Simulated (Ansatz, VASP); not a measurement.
# Two plane-wave programs on Nb

```
Nb
1.0
    -1.65882    1.65882    1.65882
     1.65882   -1.65882    1.65882
     1.65882    1.65882   -1.65882
Nb
1
Direct
  0.00000 0.00000 0.00000
```

Alike in both runs: task single point; functional PBE; dispersion D4; k mesh 10 × 10 × 10; occupations gaussian, width 0.061 eV; no spin polarisation.

```csv
,VASP,Ansatz
version,VASP 6.6.1,Ansatz 0.2.0
potentials or method,"VASP PAW PBE potentials, release 64 (Nb_sv), cutoff 500 eV","scalar-relativistic, plane waves, PAW"
valence electrons in the cell,13,13
```

|  | VASP | Ansatz | Ansatz less VASP |
| --- | --- | --- | --- |
| gap on the k mesh at the Fermi level (eV) | none | none | - |
| pressure (GPa) | -4.0 | -3.6 | +0.34 |

A gap of «none» marks a metal or a gap that the smearing closes.
